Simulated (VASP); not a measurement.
Crystal: HfN.

```
Hf N
1.0
     3.13391    0.00000    0.00000
    -1.56695    2.71404    0.00000
     0.00000    0.00000    5.41677
Hf N
2 2
Direct
  0.66667 0.33333 0.75000
  0.33333 0.66667 0.25000
  0.00000 0.00000 0.00000
  0.00000 0.00000 0.50000
```

Base run:

```yaml
Program: VASP 6.6.1
Functional: r2SCAN
Potentials_or_basis: VASP PAW PBE potentials, release 64 (Hf_pv, N)
Cutoff: 660 eV
k_mesh: 8 × 8 × 4
Occupations: fermi-dirac, width 0.1 eV
Spin: no spin polarisation
```

Its results: band gap on the k mesh zero (bands 15 and 16 overlap by 2.45 eV); pressure 0.0 GPa.

Question: After a change of settings the same cell gave: band gap on the k mesh zero (bands 15 and 16 overlap by 2.31 eV); pressure -4.3 GPa. Which change was it?
A. functional from r2SCAN to revPBE; cutoff from 660 eV to 600 eV
B. functional from r2SCAN to LDA; potentials or basis from VASP PAW PBE potentials, release 64 (Hf_pv, N) to VASP PAW LDA potentials, release 64 (Hf_pv, N); cutoff from 660 eV to 600 eV
C. functional from r2SCAN to PBEsol; cutoff from 660 eV to 600 eV
D. functional from r2SCAN to PBE; cutoff from 660 eV to 600 eV

Answer: C.

Caveats: the PAW data sets were made with another functional, which shifts forces and pressure a little; spin-orbit coupling is left out, which moves the levels of the heavy elements; the cell stands under tension (at least some runs).
